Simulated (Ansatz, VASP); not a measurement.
**Bi3H8 in VASP and in Ansatz**

Contents of INCAR:

```
PREC = Accurate ; ENCUT = 520
EDIFF = 1E-6 ; ISMEAR = 0
SIGMA = 0.1 ; LREAL = F
LASPH = T ; NELM = 100
ALGO = Normal ; ISIF = 2
LWAVE = F ; LCHARG = F
GGA = PE ; NBANDS = 38
```

KPOINTS

```
regular mesh
0
Gamma
  4 4 4
```

The input POSCAR:

```
Bi3H8
1.0
    4.2177745500      0.0000000000      0.0000000000
    0.0000000000      4.2177745500      0.0000000000
    0.0000000000      0.0000000000      5.2415488200
Bi H
3 8
Direct
    0.5000000000      0.0000000000      0.4256381700
    0.0000000000      0.5000000000      0.4256381700
    0.0000000000      0.0000000000      0.6143444800
    0.6281646300      0.1727321800      0.0884536500
    0.3718353700      0.8272678200      0.0884536500
    0.8272678200      0.6281646300      0.0884536500
    0.1727321800      0.3718353700      0.0884536500
    0.6281646300      0.8272678200      0.0884536500
    0.3718353700      0.1727321800      0.0884536500
    0.8272678200      0.3718353700      0.0884536500
    0.1727321800      0.6281646300      0.0884536500
```

Input for Ansatz:

```yaml
crystal:
  lattice:
    - [4.21777455, 0.0, 0.0]
    - [0.0, 4.21777455, 0.0]
    - [0.0, 0.0, 5.24154882]
  atoms:
    - { symbol: Bi, position: [0.5, 0.0, 0.42563817] }
    - { symbol: Bi, position: [0.0, 0.5, 0.42563817] }
    - { symbol: Bi, position: [0.0, 0.0, 0.61434448] }
    - { symbol: H, position: [0.62816463, 0.17273218, 0.08845365] }
    - { symbol: H, position: [0.37183537, 0.82726782, 0.08845365] }
    - { symbol: H, position: [0.82726782, 0.62816463, 0.08845365] }
    - { symbol: H, position: [0.17273218, 0.37183537, 0.08845365] }
    - { symbol: H, position: [0.62816463, 0.82726782, 0.08845365] }
    - { symbol: H, position: [0.37183537, 0.17273218, 0.08845365] }
    - { symbol: H, position: [0.82726782, 0.37183537, 0.08845365] }
    - { symbol: H, position: [0.17273218, 0.62816463, 0.08845365] }
basis:
  ecutwfc: 420
kpoints:
  mp_grid: { grid: [4, 4, 4] }
hamiltonian:
  xc: pbe
scf:
  occupations: { method: gaussian, width: 0.1 }
  lower_state_search: "off"
output:
  forces: true
  stress: true
  eigenvalues: true
```

Alike in both runs: task single point; functional PBE; k mesh 4 × 4 × 4; occupations gaussian, width 0.1 eV; no spin polarisation.

|  | VASP | Ansatz |
| --- | --- | --- |
| version | VASP 6.6.1 | Ansatz 0.2.0 |
| potentials or method | VASP PAW PBE potentials, release 64 (Bi_d, H), cutoff 520 eV | scalar-relativistic, plane waves, PAW |
| valence electrons in the cell | 53 | 53 |

|  | VASP | Ansatz | Ansatz less VASP |
| --- | --- | --- | --- |
| gap on the k mesh at the Fermi level (eV) | none | none | - |
| rms of the force components (eV/Å) | 4.358 | 4.378 | +0.0200 |

Atom by atom the forces differ by 0.024 eV/Å (rms over components). A gap of «none» marks a metal or a gap that the smearing closes.

The k mesh is coarse, so the values compare programs but aren't converged. Neither program's run includes spin-orbit coupling.
